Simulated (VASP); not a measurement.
# Si (P1) in VASP: single point with r2SCAN

Aim: the single point of Si with r2SCAN.

Everything below comes from runs of VASP 6.6.1. Logs are shortened: lines on timing, memory, paths and dates and some standing lists are left out, and cuts for length are marked.

### 1 The cell of the first run

The typed cell holds 8 atoms: a = 5.532 Å, b = 5.671 Å, c = 5.453 Å, α = 88.52°, β = 88.18°, γ = 94.45°.

### 2 Single point, r2SCAN (atoms moved at random and the cell strained at random)

The input, POSCAR:

```
Si
1.0
    5.5271587541      0.2180875073     -0.0888759565
   -0.2180875073     -5.6668114513     -0.0735211158
    0.0888759565     -0.0735211158     -5.4516516786
Si
8
Direct
    0.4861461219     -0.0523469435      0.0062231205
   -0.0209780408      0.5325492142      0.0449509761
   -0.0135733599      0.0071190402      0.4493490718
    0.4925626600      0.5353034738      0.5272075762
    0.7699230803      0.6729450975      0.7385563268
    0.2647686089      0.2968601297      0.7787353737
    0.2585929405      0.7140892956      0.2223162759
    0.7625579893      0.2934806926      0.2326612789
```

The input, INCAR.step1:

```
ALGO = Normal
EDIFF = 1E-4
ENCUT = 520
GGA = PE
ISMEAR = 0
LASPH = True
LCHARG = False
LREAL = False
LWAVE = True
NBANDS = 26
NELM = 80
PREC = Accurate
SIGMA = 0.05
```

The input, INCAR.step2:

```
ALGO = Normal
EDIFF = 1E-6
ENCUT = 520
ISIF = 2
ISMEAR = 0
ISTART = 1
LASPH = True
LCHARG = True
LELF = True
LMIXTAU = True
LREAL = False
LVHAR = True
LWAVE = False
METAGGA = R2SCAN
NBANDS = 26
NELM = 80
PREC = Accurate
SIGMA = 0.05
```

The input, KPOINTS:

```
k-points
0
Gamma
  6 6 6
```

Potentials or basis: VASP PAW PBE potentials, release 64 (Si).

Run with:

```bash
$ cat potpaw_PBE.64/Si/POTCAR > POTCAR
$ cp INCAR.step1 INCAR
$ mpirun -np 1 vasp_std > vasp.out
$ cp INCAR.step2 INCAR
$ mpirun -np 1 vasp_std > vasp.out
```

OUTCAR:

```text
EDIFF = 1E-6
   ENCUT = 520
   ISIF = 2
   ISMEAR = 0
   ISTART = 1
   LASPH = True
   LREAL = False
   METAGGA = R2SCAN
   NELM = 80
   PREC = Accurate

 ion  position               nearest neighbor table
   1  0.486  0.948  0.006-   7 2.07   6 2.70   5 2.72   8 2.74
   2  0.979  0.533  0.045-   8 1.98   7 2.07   5 2.23   6 2.58
   3  0.986  0.007  0.449-   8 2.42   5 2.62   7 2.63   6 2.87
   4  0.493  0.535  0.527-   5 2.07   6 2.20   7 2.39   8 2.64
   5  0.770  0.673  0.739-   4 2.07   2 2.23   3 2.62   1 2.72
   6  0.265  0.297  0.779-   4 2.20   2 2.58   1 2.70   3 2.87
   7  0.259  0.714  0.222-   2 2.07   1 2.07   4 2.39   3 2.63
   8  0.763  0.293  0.233-   2 1.98   3 2.42   4 2.64   1 2.74

  LATTYP: Found a triclinic cell.
 ALAT       =     7.7655271357
 B/A-ratio  =     0.7021895171
 C/A-ratio  =     1.0590860868
 COS(alpha) =     0.0036047308
 COS(beta)  =     0.5442932861
 COS(gamma) =     0.6833426652

  Lattice vectors:

 A1 = (  -0.3069634638,  -5.5932903355,   5.3781305628)
 A2 = (  -0.0888759565,   0.0735211158,   5.4516516786)
 A3 = (  -5.7452462614,  -5.8848989586,   0.0153548407)

Analysis of symmetry for initial positions (statically):
=====================================================================
 Subroutine PRICEL returns:
 Original cell was already a primitive cell.

 Routine SETGRP: Setting up the symmetry group for a
 triclinic supercell.

 Subroutine GETGRP returns: Found  1 space group operations
 (whereof  1 operations were pure point group operations)
 out of a pool of  2 trial point group operations.

The static configuration has the point symmetry C_1 .

Analysis of symmetry for dynamics (positions and initial velocities):
=====================================================================
 Subroutine PRICEL returns:
 Original cell was already a primitive cell.

 Routine SETGRP: Setting up the symmetry group for a
 triclinic supercell.

 Subroutine GETGRP returns: Found  1 space group operations
 (whereof  1 operations were pure point group operations)
 out of a pool of  2 trial point group operations.

The dynamic configuration has the point symmetry C_1 .

 Subroutine INISYM returns: Found  1 space group operations
 (whereof  1 operations are pure point group operations),
 and found     1 'primitive' translations

----------------------------------------------------------------------------------------

                                     Primitive cell

  volume of cell :     170.4164

  direct lattice vectors                    reciprocal lattice vectors
     5.527158754  0.218087507 -0.088875957     0.181250612 -0.007015002  0.003049456
    -0.218087507 -5.666811451 -0.073521116     0.007015002 -0.176768465  0.002498267
     0.088875957 -0.073521116 -5.451651679    -0.003049456  0.002498267 -0.183514054

  length of vectors
     5.532173623  5.671483011  5.452871749     0.181411945  0.176925243  0.183556390

  position of ions in fractional coordinates (direct lattice)
     0.486146122  0.947653057  0.006223121
     0.979021959  0.532549214  0.044950976
     0.986426640  0.007119040  0.449349072
     0.492562660  0.535303474  0.527207576
     0.769923080  0.672945097  0.738556327
     0.264768609  0.296860130  0.778735374
     0.258592941  0.714089296  0.222316276
     0.762557989  0.293480693  0.232661279

  ion indices of the primitive-cell ions
   primitive index   ion index
                 1           1
                 2           2
                 3           3
                 4           4
                 5           5
                 6           6
                 7           7
                 8           8

----------------------------------------------------------------------------------------

 KPOINTS: k-points

Automatic generation of k-mesh.
 Grid dimensions read from file:
 generate k-points for:    6    6    6

 Generating k-lattice:

  Cartesian coordinates                     Fractional coordinates (reciprocal lattice)
     0.030208435 -0.001169167  0.000508243     0.166666667  0.000000000  0.000000000
     0.001169167 -0.029461411  0.000416378    -0.000000000  0.166666667  0.000000000
    -0.000508243  0.000416378 -0.030585676     0.000000000 -0.000000000  0.166666667

  Length of vectors
     0.030235324  0.029487541  0.030592732

  Shift w.r.t. Gamma in fractional coordinates (k-lattice)
     0.000000000  0.000000000  0.000000000

 Subroutine IBZKPT returns following result:
 ===========================================

 Found    112 irreducible k-points:

 Following reciprocal coordinates:
            Coordinates               Weight
  0.000000  0.000000  0.000000      1.000000
  0.166667  0.000000  0.000000      2.000000
  0.333333 -0.000000  0.000000      2.000000
  0.500000  0.000000 -0.000000      1.000000
  0.000000  0.166667  0.000000      2.000000
  0.166667  0.166667 -0.000000      2.000000
[... 16 lines left out ...]
  0.333333 -0.000000  0.166667      2.000000
  0.500000 -0.000000  0.166667      2.000000
 [... further k-points ...]
   k-points           NKPTS =    112   k-points in BZ     NKDIM =    112   number of bands    NBANDS=     26
   number of dos      NEDOS =    301   number of ions     NIONS =      8
   total plane-waves  NPLWV =  74088
   dimension x,y,z NGX =    42 NGY =   42 NGZ =   42
   dimension x,y,z NGXF=    84 NGYF=   84 NGZF=   84
   ions per type =               8
   NGX,Y,Z   is equivalent  to a cutoff of  12.62, 12.31, 12.80 a.u.
   NGXF,Y,Z  is equivalent  to a cutoff of  25.24, 24.62, 25.61 a.u.
 SYSTEM =  unknown system
   PREC   = accura    normal or accurate (medium, high low for compatibility)
   ISTART =      1    job   : 0-new  1-cont  2-samecut
   ICHARG =      0    charge: 1-file 2-atom 10-const
   ISPIN  =      1    spin polarized calculation?
   LNONCOLLINEAR =      F non collinear calculations
   LSORBIT =      F    spin-orbit coupling
   LASPH  =      T    aspherical Exc in radial PAW
   ENCUT  =  520.0 eV  38.22 Ry    6.18 a.u.  10.29 10.55 10.14*2*pi/ulx,y,z
   NELM   =     80;   NELMIN=  2; NELMDL=  0     # of ELM steps
   EDIFF  = 0.1E-05   stopping-criterion for ELM
   LREAL  =      F    real-space projection
   EDIFFG = 0.1E-04   stopping-criterion for IOM
   NSW    =      0    number of steps for IOM
   IBRION =     -1    ionic relax: 0-MD 1-quasi-New 2-CG
   NFREE  =      0    steps in history (QN), initial steepest desc. (CG)
   ISIF   =      2    stress and relaxation
   ISYM   =      2    0-nonsym 1-usesym 2-fastsym
   POTIM  = 0.5000    time-step for ionic-motion
   TEBEG  =    0.0;   TEEND  =   0.0 temperature during run
   PSTRESS=    0.0 pullay stress
   NELECT =      32.0000    total number of electrons
   NUPDOWN=      -1.0000    fix difference up-down
   EMIN   =  10.00;   EMAX   =-10.00  energy-range for DOS
   EFERMI =   0.00;   METHOD = LEGACY
   ISMEAR =     0;   SIGMA  =   0.05  broadening in eV -4-tet -1-fermi 0-gaus
   EFERMI_NEDOS =   21; number of points for ismear=-14 and -15
   IALGO  =     38    algorithm
   IMIX   =      4    mixing-type and parameters
     AMIX     =   0.40;   BMIX     =  1.00
     AMIX_MAG =   1.60;   BMIX_MAG =  1.00
  volume/ion in A,a.u.               =      21.30       143.75
  Fermi-wavevector in a.u.,A,eV,Ry     =   0.937463  1.771549 11.957314  0.878838
  Thomas-Fermi vector in A             =   2.064577
   LORBIT       =      0    0 simple, 1 ext, 2 COOP (PROOUT), +10 PAW based schemes
   METAGGA = R2SCAN    functional components
   LHFCALC =     F    Hartree Fock is set to
   AEXX    =    0.0000 exact exchange contribution
   IVDW    =     0    specifies the selected vdW correction
   LEPSILON=     F    determine dielectric tensor
   LRPA    =     F    only Hartree local field effects (RPA)
 non-spin polarized calculation
 Gauss-broadening in eV      SIGMA  =   0.05
  energy-cutoff  :      520.00
  volume of cell :      170.42
 maximum number of plane-waves:      4613
 NGX is ok and might be reduce to    42
   NGX = 21   NGY = 21   NGZ = 21

 number of electron      32.0000000 magnetization

 Free energy of the ion-electron system (eV)
  ---------------------------------------------------
  ext. energy  EPLUGINS =         0.00000000
  ---------------------------------------------------
  free energy    TOTEN  =       -63.55289249 eV

  energy without entropy =      -63.55138719  energy(sigma->0) =      -63.55213984

 E-fermi :   5.3035     XC(G=0):  -9.6273

 val. band max:        5.2632615077   @ k =  -0.1667   0.1667   0.0000
 cond. band min:       5.3052798866   @ k =  -0.0000  -0.3333   0.3333
 fundamental gap:      0.0420183789
 Fermi energy:         5.3035233843

 k-point     1 :       0.0000    0.0000    0.0000
  band No.  band energies     occupation
      1      -7.6409      2.00000
      2      -4.4146      2.00000
      3      -4.1511      2.00000
      4      -2.9499      2.00000
      5      -2.7237      2.00000
      6      -2.2485      2.00000
[... 18 lines left out ...]
     25       8.3168      0.00000
     26       9.4569      0.00000

 k-point     2 :       0.1667    0.0000    0.0000
  band No.  band energies     occupation
      1      -7.5253      2.00000
      2      -5.0053      2.00000
      3      -3.9345      2.00000
      4      -2.8919      2.00000
      5      -2.7607      2.00000
      6      -2.1797      2.00000
[... 18 lines left out ...]
     25       8.9645      0.00000
     26       9.8213      0.00000

 k-point     3 :       0.3333   -0.0000    0.0000
  band No.  band energies     occupation
      1      -7.1869      2.00000
      2      -5.8320      2.00000
      3      -3.8108      2.00000
      4      -2.8755      2.00000
      5      -2.6434      2.00000
      6      -2.0117      2.00000
[... 572 lines left out ...]
 k-point    23 :       0.3333   -0.0000    0.1667
  band No.  band energies     occupation
      1      -7.0891      2.00000
      2      -5.8019      2.00000
      3      -4.1244      2.00000
      4      -3.3218      2.00000
      5      -2.2428      2.00000
      6      -1.5752      2.00000
[... 18 lines left out ...]
     25       9.5981      0.00000
     26      10.0383      0.00000

 k-point    24 :       0.5000   -0.0000    0.1667
  band No.  band energies     occupation
      1      -6.6996      2.00000
      2      -6.3227      2.00000
      3      -4.1205      2.00000
      4      -3.4096      2.00000
      5      -2.0350      2.00000
      6      -1.6947      2.00000
[... 18 lines left out ...]
     25       9.7966      0.00000
     26      10.2930      0.00000

 [... further k-points ...]
[... 5 lines left out ...]
  --------------------------------------------------------------------------------------
  -------------------------------------------------------------------------------------
  Total        9.5047285     -0.1498632      5.5060272    -16.8750680     -7.8758245      0.9959990
  in kB       89.3591262     -1.4089457     51.7651586   -158.6516994    -74.0449132      9.3639288
  external PRESSURE =      46.5717797 kB  Pullay stress =       0.0000000 kB

 VOLUME and BASIS-vectors are now :
 -----------------------------------------------------------------------------
  energy-cutoff  :      520.00
  volume of cell :      170.42
      direct lattice vectors                 reciprocal lattice vectors
     5.527158754  0.218087507 -0.088875957     0.181250612 -0.007015002  0.003049456
    -0.218087507 -5.666811451 -0.073521116     0.007015002 -0.176768465  0.002498267
     0.088875957 -0.073521116 -5.451651679    -0.003049456  0.002498267 -0.183514054

 POSITION                                       TOTAL-FORCE (eV/Angst)
 -----------------------------------------------------------------------------------
      2.48089     -5.26461     -0.14681         3.117593     -4.103275      3.103367
      5.29906     -2.80765     -0.37122         2.193868     -0.418118      5.237303
      5.49052      0.14175     -2.53789         0.912641      0.102829     -1.603760
      2.65259     -2.96480     -2.95729        -1.407616      2.148473      3.492236
      4.17437     -3.69984     -4.14426         1.760685     -5.101220     -0.933888
      1.46789     -1.68176     -4.29075        -1.792427      3.059012     -0.606546
      1.29331     -4.00656     -1.28747         0.170428     -1.551069     -4.788664
      4.17145     -1.51390     -1.35774        -4.955172      5.863369     -3.900046
 -----------------------------------------------------------------------------------
    total drift:                                0.000069     -0.000247      0.000067

  FREE ENERGIE OF THE ION-ELECTRON SYSTEM (eV)
  ---------------------------------------------------
  free  energy   TOTEN  =       -63.5528924922 eV

  energy  without entropy=      -63.5513871882  energy(sigma->0) =      -63.55213984
```

It took 13 min on 1 thread of AMD EPYC 9R45 (Zen 5), shared host; peak memory 0.45 GiB.

Results:

```
Free energy            : -63.5529 eV
Pressure               : 4.7 GPa
Largest force          : 8.611 eV/Å
Band gap on the k mesh : zero (bands 16 and 17 overlap by 0.37 eV)
```

Forces in eV/Å, atoms in the order of the input:
```
Si   3.118 -4.103  3.103
Si   2.194 -0.418  5.237
Si   0.913  0.103 -1.604
Si  -1.408  2.148  3.492
Si   1.761 -5.101 -0.934
Si  -1.792  3.059 -0.607
Si   0.170 -1.551 -4.789
Si  -4.955  5.863 -3.900
```

Caveat: the cell differs from its parent crystal (atoms moved at random and the cell strained at random); the stress differs along the axes, from -0 to 9 GPa; semilocal functionals underestimate gaps, and a narrow one can read as zero; the PAW data sets were made with another functional, which shifts forces and pressure a little.

The gap in the log of VASP goes by the Fermi energy; the results here count the filled bands.